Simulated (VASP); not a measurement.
# TlCl (Pm-3m) in VASP: further runs

TlCl is run at these levels: HSE06, PBE-based screened hybrid with 5 % exact exchange, PBE-based screened hybrid with 20 % exact exchange, PBE-based screened hybrid with 75 % exact exchange; tasks: single point.

Program: VASP 6.6.1. These are calculated values, not measurements. Logs are shortened: lines on timing, memory, paths and dates and some standing lists are left out, and cuts for length are marked.

## (1) The cell of the first run

Symmetry: Pm-3m, No. 221, cubic system. The conventional cell has a = 3.794 Å, b = 3.794 Å, c = 3.794 Å, α = 90.00°, β = 90.00°, γ = 90.00°. Tl (site symmetry m-3m) has 8 Cl at 3.29 Å and 6 Tl at 3.79 Å within 4.3 Å. Cl (site symmetry m-3m) has 8 Tl at 3.29 Å and 6 Cl at 3.79 Å within 4.3 Å.

## (2) Single point, HSE06

Input file POSCAR:

```
TlCl
1.0
    3.7936346873      0.0000000000      0.0000000000
    0.0000000000      3.7936346873      0.0000000000
    0.0000000000      0.0000000000      3.7936346873
Tl Cl
1 1
Direct
    0.0000000000      0.0000000000      0.0000000000
    0.5000000000      0.5000000000      0.5000000000
```

Input file INCAR.step1:

```
PREC = Accurate ; ENCUT = 400
EDIFF = 1E-5 ; ISMEAR = 0
SIGMA = 0.01 ; LREAL = False
LASPH = True ; NELM = 120
ALGO = Normal ; ISIF = 2
LWAVE = True ; LCHARG = False
NBANDS = 17 ; GGA = PE
GGA_COMPAT = False
```

Input file INCAR.step2:

```
PREC = Accurate ; ENCUT = 400
EDIFF = 1E-6 ; ISMEAR = 0
SIGMA = 0.01 ; LREAL = False
LASPH = True ; NELM = 120
ALGO = Normal ; ISIF = 2
LWAVE = False ; LCHARG = False
GGA = PE ; LHFCALC = True
HFSCREEN = 0.2079 ; PRECFOCK = Normal
NBANDS = 17 ; ISTART = 1
GGA_COMPAT = False
```

Input file KPOINTS:

```
regular mesh
0
Gamma
  4 4 4
```

Potentials or basis: VASP PAW PBE potentials, release 64 (Tl_d, Cl).

Command:

```
$ cat potpaw_PBE.64/Tl_d/POTCAR potpaw_PBE.64/Cl/POTCAR > POTCAR
$ cp INCAR.step1 INCAR
$ mpirun -np 1 vasp_std > vasp.out
$ cp INCAR.step2 INCAR
$ mpirun -np 1 vasp_std > vasp.out
```

OUTCAR:

```text
PREC = Accurate
   ENCUT = 400
   EDIFF = 1E-6
   ISMEAR = 0
   LREAL = False
   LASPH = True
   NELM = 120
   ISIF = 2
   GGA = PE
   LHFCALC = True
   HFSCREEN = 0.2079
   PRECFOCK = Normal
   ISTART = 1

 ion  position               nearest neighbor table
   1  0.000  0.000  0.000-   2 3.29   2 3.29   2 3.29   2 3.29   2 3.29   2 3.29   2 3.29   2 3.29

   2  0.500  0.500  0.500-   1 3.29   1 3.29   1 3.29   1 3.29   1 3.29   1 3.29   1 3.29   1 3.29

  LATTYP: Found a simple cubic cell.
 ALAT       =     3.7936346873

  Lattice vectors:

 A1 = (   3.7936346873,   0.0000000000,   0.0000000000)
 A2 = (   0.0000000000,   3.7936346873,   0.0000000000)
 A3 = (   0.0000000000,   0.0000000000,   3.7936346873)

Analysis of symmetry for initial positions (statically):
=====================================================================
 Subroutine PRICEL returns:
 Original cell was already a primitive cell.

 Routine SETGRP: Setting up the symmetry group for a
 simple cubic supercell.

 Subroutine GETGRP returns: Found 48 space group operations
 (whereof 48 operations were pure point group operations)
 out of a pool of 48 trial point group operations.

The static configuration has the point symmetry O_h .

Analysis of symmetry for dynamics (positions and initial velocities):
=====================================================================
 Subroutine PRICEL returns:
 Original cell was already a primitive cell.

 Routine SETGRP: Setting up the symmetry group for a
 simple cubic supercell.

 Subroutine GETGRP returns: Found 48 space group operations
 (whereof 48 operations were pure point group operations)
 out of a pool of 48 trial point group operations.

The dynamic configuration has the point symmetry O_h .

 Subroutine INISYM returns: Found 48 space group operations
 (whereof 48 operations are pure point group operations),
 and found     1 'primitive' translations

----------------------------------------------------------------------------------------

                                     Primitive cell

  volume of cell :      54.5967

  direct lattice vectors                    reciprocal lattice vectors
     3.793634687  0.000000000  0.000000000     0.263599445  0.000000000  0.000000000
     0.000000000  3.793634687  0.000000000     0.000000000  0.263599445  0.000000000
     0.000000000  0.000000000  3.793634687     0.000000000  0.000000000  0.263599445

  length of vectors
     3.793634687  3.793634687  3.793634687     0.263599445  0.263599445  0.263599445

  position of ions in fractional coordinates (direct lattice)
     0.000000000  0.000000000  0.000000000
     0.500000000  0.500000000  0.500000000

  ion indices of the primitive-cell ions
   primitive index   ion index
                 1           1
                 2           2

----------------------------------------------------------------------------------------

 KPOINTS: regular mesh

Automatic generation of k-mesh.
 Grid dimensions read from file:
 generate k-points for:    4    4    4

 Generating k-lattice:

  Cartesian coordinates                     Fractional coordinates (reciprocal lattice)
     0.065899861  0.000000000  0.000000000     0.250000000  0.000000000  0.000000000
     0.000000000  0.065899861  0.000000000     0.000000000  0.250000000  0.000000000
     0.000000000  0.000000000  0.065899861     0.000000000  0.000000000  0.250000000

  Length of vectors
     0.065899861  0.065899861  0.065899861

  Shift w.r.t. Gamma in fractional coordinates (k-lattice)
     0.000000000  0.000000000  0.000000000

 Subroutine IBZKPT returns following result:
 ===========================================

 Found     10 irreducible k-points:

 Following reciprocal coordinates:
            Coordinates               Weight
  0.000000  0.000000  0.000000      1.000000
  0.250000  0.000000  0.000000      6.000000
  0.500000  0.000000  0.000000      3.000000
  0.250000  0.250000  0.000000     12.000000
  0.500000  0.250000  0.000000     12.000000
  0.500000  0.500000  0.000000      3.000000
  0.250000  0.250000  0.250000      8.000000
  0.500000  0.250000  0.250000     12.000000
  0.500000  0.500000  0.250000      6.000000
  0.500000  0.500000  0.500000      1.000000
   k-points           NKPTS =     10   k-points in BZ     NKDIM =     64   number of bands    NBANDS=     17
   number of dos      NEDOS =    301   number of ions     NIONS =      2
   total plane-waves  NPLWV =  21952
   dimension x,y,z NGX =    28 NGY =   28 NGZ =   28
   dimension x,y,z NGXF=    56 NGYF=   56 NGZF=   56
   ions per type =               1   1
   NGX,Y,Z   is equivalent  to a cutoff of  12.27, 12.27, 12.27 a.u.
   NGXF,Y,Z  is equivalent  to a cutoff of  24.54, 24.54, 24.54 a.u.
 SYSTEM =  unknown system
   PREC   = accura    normal or accurate (medium, high low for compatibility)
   ISTART =      1    job   : 0-new  1-cont  2-samecut
   ICHARG =      0    charge: 1-file 2-atom 10-const
   ISPIN  =      1    spin polarized calculation?
   LNONCOLLINEAR =      F non collinear calculations
   LSORBIT =      F    spin-orbit coupling
   LASPH  =      T    aspherical Exc in radial PAW
   ENCUT  =  400.0 eV  29.40 Ry    5.42 a.u.   6.19  6.19  6.19*2*pi/ulx,y,z
   NELM   =    120;   NELMIN=  2; NELMDL=  0     # of ELM steps
   EDIFF  = 0.1E-05   stopping-criterion for ELM
   LREAL  =      F    real-space projection
   EDIFFG = 0.1E-04   stopping-criterion for IOM
   NSW    =      0    number of steps for IOM
   IBRION =     -1    ionic relax: 0-MD 1-quasi-New 2-CG
   NFREE  =      0    steps in history (QN), initial steepest desc. (CG)
   ISIF   =      2    stress and relaxation
   ISYM   =      3    0-nonsym 1-usesym 2-fastsym
   POTIM  = 0.5000    time-step for ionic-motion
   TEBEG  =    0.0;   TEEND  =   0.0 temperature during run
   PSTRESS=    0.0 pullay stress
   NELECT =      20.0000    total number of electrons
   NUPDOWN=      -1.0000    fix difference up-down
   EMIN   =  10.00;   EMAX   =-10.00  energy-range for DOS
   EFERMI =   0.00;   METHOD = LEGACY
   ISMEAR =     0;   SIGMA  =   0.01  broadening in eV -4-tet -1-fermi 0-gaus
   EFERMI_NEDOS =   21; number of points for ismear=-14 and -15
   IALGO  =     38    algorithm
   IMIX   =      1    mixing-type and parameters
     AMIX     =   0.40;   BMIX     =  1.00
     AMIX_MAG =   1.60;   BMIX_MAG =  1.00
  volume/ion in A,a.u.               =      27.30       184.22
  Fermi-wavevector in a.u.,A,eV,Ry     =   1.171375  2.213578 18.668821  1.372120
  Thomas-Fermi vector in A             =   2.307820
   LORBIT       =      0    0 simple, 1 ext, 2 COOP (PROOUT), +10 PAW based schemes
   GGA     = PE    functional components
   LHFCALC =     T    Hartree Fock is set to
   PRECFOCK=normal    Normal, Fast or Accurate (Low or Medium for compatibility)
   ENCUT4O =  -1.0   cutoff for four orbital integrals eV
   NKREDX  =     1    reduce k-point grid by
   NKREDY  =     1    reduce k-point grid by
   NKREDZ  =     1    reduce k-point grid by
   AEXX    =    0.2500 exact exchange contribution
   HFSCREEN=    0.2079 screening length (either q_TF or 0.3 A-1)
   HFSCREENC=   0.2079 screening length for correlation (either q_TF or 0.3 A-1)
   ENCUTFOCK=  -1.0 apply spherical cutoff to Coloumb kernel
   IVDW    =     0    specifies the selected vdW correction
   LEPSILON=     F    determine dielectric tensor
   LRPA    =     F    only Hartree local field effects (RPA)
 non-spin polarized calculation
 Gauss-broadening in eV      SIGMA  =   0.01
  energy-cutoff  :      400.00
  volume of cell :       54.60
 maximum number of plane-waves:      1021
 NGX is ok and might be reduce to    28
  NGX = 20; NGY = 20; NGZ = 20

 number of electron      20.0000001 magnetization

 Free energy of the ion-electron system (eV)
  ---------------------------------------------------
  ext. energy  EPLUGINS =         0.00000000
  ---------------------------------------------------
  free energy    TOTEN  =        -7.14658197 eV

  energy without entropy =       -7.14658197  energy(sigma->0) =       -7.14658197

 E-fermi :   2.6099     XC(G=0):  -7.7067

 val. band max:        2.5546775518   @ k =   0.5000   0.0000   0.0000
 cond. band min:       5.2955892636   @ k =   0.5000   0.0000   0.0000
 fundamental gap:      2.7409117118
 Fermi energy:         2.6098911834

 k-point     1 :       0.0000    0.0000    0.0000
  band No.  band energies     occupation
      1     -13.0043      2.00000
      2      -8.7401      2.00000
      3      -8.7401      2.00000
      4      -8.4799      2.00000
      5      -8.4799      2.00000
      6      -8.4799      2.00000
[... 9 lines left out ...]
     16      16.6682      0.00000
     17      18.0911      0.00000

 k-point     2 :       0.2500    0.0000    0.0000
  band No.  band energies     occupation
      1     -12.8603      2.00000
      2      -8.7321      2.00000
      3      -8.6443      2.00000
      4      -8.5265      2.00000
      5      -8.5265      2.00000
      6      -8.4757      2.00000
[... 9 lines left out ...]
     16      16.9103      0.00000
     17      18.0490      0.00000

 k-point     3 :       0.5000    0.0000    0.0000
  band No.  band energies     occupation
      1     -12.7054      2.00000
      2      -8.7243      2.00000
      3      -8.5724      2.00000
      4      -8.5724      2.00000
      5      -8.5559      2.00000
      6      -8.4716      2.00000
[... 9 lines left out ...]
     16      17.9600      0.00000
     17      18.0232      0.00000

 k-point     4 :       0.2500    0.2500    0.0000
  band No.  band energies     occupation
      1     -12.7536      2.00000
      2      -8.6840      2.00000
      3      -8.5791      2.00000
      4      -8.5352      2.00000
      5      -8.5227      2.00000
      6      -8.5120      2.00000
[... 9 lines left out ...]
     16      15.6333      0.00000
     17      15.9943      0.00000
[... 63 lines left out ...]
      1     -12.5553      2.00000
      2      -8.6289      2.00000
      3      -8.5651      2.00000
      4      -8.5649      2.00000
      5      -8.5193      2.00000
      6      -8.4622      2.00000
[... 9 lines left out ...]
     16      15.5436      0.00000
     17      19.3712      0.00000

 k-point     9 :       0.5000    0.5000    0.2500
  band No.  band energies     occupation
      1     -12.4647      2.00000
      2      -8.6179      2.00000
      3      -8.6179      2.00000
      4      -8.5855      2.00000
      5      -8.5119      2.00000
      6      -8.3935      2.00000
[... 9 lines left out ...]
     16      16.0291      0.00000
     17      20.2795      0.00000

 k-point    10 :       0.5000    0.5000    0.5000
  band No.  band energies     occupation
      1     -12.3425      2.00000
      2      -8.6881      2.00000
      3      -8.6881      2.00000
      4      -8.6881      2.00000
      5      -8.3910      2.00000
      6      -8.3910      2.00000
[... 9 lines left out ...]
     16      16.8126      0.00000
     17      21.1687      0.00000

------------------------ aborting loop because EDIFF is reached ----------------------------------------

  FORCE on cell =-STRESS in cart. coord.  units (eV):
  Direction    XX          YY          ZZ          XY          YZ          ZX
  --------------------------------------------------------------------------------------
  -------------------------------------------------------------------------------------
  Total        0.6442304      0.6442304      0.6442304     -0.0000000     -0.0000000      0.0000000
  in kB       18.9053728     18.9053728     18.9053728     -0.0000000     -0.0000000      0.0000000
  external PRESSURE =      18.9053728 kB  Pullay stress =       0.0000000 kB

 VOLUME and BASIS-vectors are now :
 -----------------------------------------------------------------------------
  energy-cutoff  :      400.00
  volume of cell :       54.60
      direct lattice vectors                 reciprocal lattice vectors
     3.793634687  0.000000000  0.000000000     0.263599445  0.000000000  0.000000000
     0.000000000  3.793634687  0.000000000     0.000000000  0.263599445  0.000000000
     0.000000000  0.000000000  3.793634687     0.000000000  0.000000000  0.263599445

 POSITION                                       TOTAL-FORCE (eV/Angst)
 -----------------------------------------------------------------------------------
      0.00000      0.00000      0.00000         0.000000      0.000000      0.000000
      1.89682      1.89682      1.89682         0.000000      0.000000      0.000000
 -----------------------------------------------------------------------------------
    total drift:                               -0.000002     -0.000001     -0.000002

  FREE ENERGIE OF THE ION-ELECTRON SYSTEM (eV)
  ---------------------------------------------------
  free  energy   TOTEN  =        -7.1465819678 eV

  energy  without entropy=       -7.1465819678  energy(sigma->0) =       -7.14658197
```

Wall time 5.3 min (1 thread of Intel Xeon Platinum 8488C (Sapphire Rapids), shared host); peak memory 0.26 GiB.

What came out:

```yaml
Free_energy: -7.1466 eV
Pressure: 1.9 GPa
Band_gap_on_the_k_mesh: 2.74 eV
```

Caveat: the PAW data sets were made with another functional, which shifts forces and pressure a little; spin-orbit coupling is left out, which moves the levels of the heavy elements.

## (3) Single point, PBE-based screened hybrid with 5 % exact exchange

POSCAR is that of step 2.

Input file INCAR.step1:

```
SYSTEM = TlCl
  PREC = Accurate
  ENCUT = 400
  EDIFF = 1E-5
  ISMEAR = 0
  SIGMA = 0.01
  LREAL = .False.
  LASPH = .True.
  NELM = 120
  ALGO = Normal
  ISIF = 2
  LWAVE = .True.
  LCHARG = .False.
  NBANDS = 17
  GGA = PE
  GGA_COMPAT = .False.
```

Input file INCAR.step2:

```
SYSTEM = TlCl
  PREC = Accurate
  ENCUT = 400
  EDIFF = 1E-6
  ISMEAR = 0
  SIGMA = 0.01
  LREAL = .False.
  LASPH = .True.
  NELM = 120
  ALGO = Normal
  ISIF = 2
  LWAVE = .False.
  LCHARG = .False.
  GGA = PE
  LHFCALC = .True.
  AEXX = 0.05
  HFSCREEN = 0.2078
  PRECFOCK = Normal
  NBANDS = 17
  ISTART = 1
  GGA_COMPAT = .False.
```

Input file KPOINTS:

```
Automatic mesh
0
Gamma
  4 4 4
  0 0 0
```

Potentials or basis: VASP PAW PBE potentials, release 64 (Tl_d, Cl).

Command:

```
$ cat potpaw_PBE.64/Tl_d/POTCAR potpaw_PBE.64/Cl/POTCAR > POTCAR
$ cp INCAR.step1 INCAR
$ mpirun -np 1 vasp_std > vasp.out
$ cp INCAR.step2 INCAR
$ mpirun -np 1 vasp_std > vasp.out
```

Wall time 3.5 min (1 thread of Intel Xeon Platinum 8488C (Sapphire Rapids), shared host); peak memory 0.26 GiB.

It converged, with:

* Free energy: -6.2031 eV
* Pressure: 2.2 GPa
* Band gap on the k mesh: 2.14 eV

Levels at points of the mesh, in eV from the valence-band top:
```tsv
k point	band 6	band 7	band 8	band 9	band 10	band 11	band 12	band 13	band 14	band 15
(0.00, 0.00, 0.00)	-10.01	-4.68	-1.76	-1.76	-1.76	7.93	7.93	8.16	8.16	8.16
(0.50, 0.00, 0.00)	-10.00	-5.76	-1.29	-1.29	0.00	2.14	6.76	6.76	8.85	11.80
(0.50, 0.50, 0.00)	-9.93	-3.44	-3.31	-3.31	-1.25	5.09	5.09	8.61	8.84	11.64
(0.50, 0.50, 0.50)	-9.93	-2.27	-2.27	-2.27	-2.12	2.55	2.55	2.55	13.27	13.27
```

Caveat: the PAW data sets were made with another functional, which shifts forces and pressure a little; spin-orbit coupling is left out, which moves the levels of the heavy elements.

## (4) Single point, PBE-based screened hybrid with 20 % exact exchange

POSCAR is that of step 3.

Input file INCAR.step1:

```
ALGO = Normal
EDIFF = 1E-5
ENCUT = 400
GGA = PE
GGA_COMPAT = False
ISIF = 2
ISMEAR = 0
LASPH = True
LREAL = False
LWAVE = True
NBANDS = 17
NELM = 120
PREC = Accurate
SIGMA = 0.01
```

Input file INCAR.step2:

```
AEXX = 0.2
ALGO = Normal
EDIFF = 1E-6
ENCUT = 400
GGA = PE
GGA_COMPAT = False
HFSCREEN = 0.3
ISIF = 2
ISMEAR = 0
ISTART = 1
LASPH = True
LCHARG = True
LELF = True
LHFCALC = True
LREAL = False
LVHAR = True
LWAVE = False
NBANDS = 17
NELM = 120
PREC = Accurate
PRECFOCK = Normal
SIGMA = 0.01
```

Input file KPOINTS:

```
k-points
0
Gamma
  4 4 4
```

Command:

```
$ cat potpaw_PBE.64/Tl_d/POTCAR potpaw_PBE.64/Cl/POTCAR > POTCAR
$ cp INCAR.step1 INCAR
$ mpirun -np 1 vasp_std > vasp.out
$ cp INCAR.step2 INCAR
$ mpirun -np 1 vasp_std > vasp.out
```

Wall time 5.5 min (1 thread of Intel Xeon Platinum 8488C (Sapphire Rapids), shared host); peak memory 0.26 GiB.

The run converged. Its results:

```yaml
Free_energy: -6.7371 eV
Pressure: 2.0 GPa
Band_gap_on_the_k_mesh: 2.45 eV
```

Levels at points of the mesh, in eV from the valence-band top:
| k point | band 6 | band 7 | band 8 | band 9 | band 10 | band 11 | band 12 | band 13 | band 14 | band 15 |
| --- | --- | --- | --- | --- | --- | --- | --- | --- | --- | --- |
| (0.00, 0.00, 0.00) | -10.72 | -4.73 | -1.96 | -1.96 | -1.96 | 8.31 | 8.31 | 8.67 | 8.67 | 8.67 |
| (0.50, 0.00, 0.00) | -10.71 | -5.99 | -1.48 | -1.48 | 0.00 | 2.45 | 7.20 | 7.20 | 9.27 | 12.24 |
| (0.50, 0.50, 0.00) | -10.64 | -3.55 | -3.55 | -3.43 | -1.43 | 5.47 | 5.47 | 9.02 | 9.37 | 12.12 |
| (0.50, 0.50, 0.50) | -10.63 | -2.51 | -2.51 | -2.51 | -2.03 | 2.86 | 2.86 | 2.86 | 13.82 | 13.82 |

Caveat: the PAW data sets were made with another functional, which shifts forces and pressure a little; spin-orbit coupling is left out, which moves the levels of the heavy elements. A k mesh can miss the band edges.

(Part 1 of 2 ends here.)
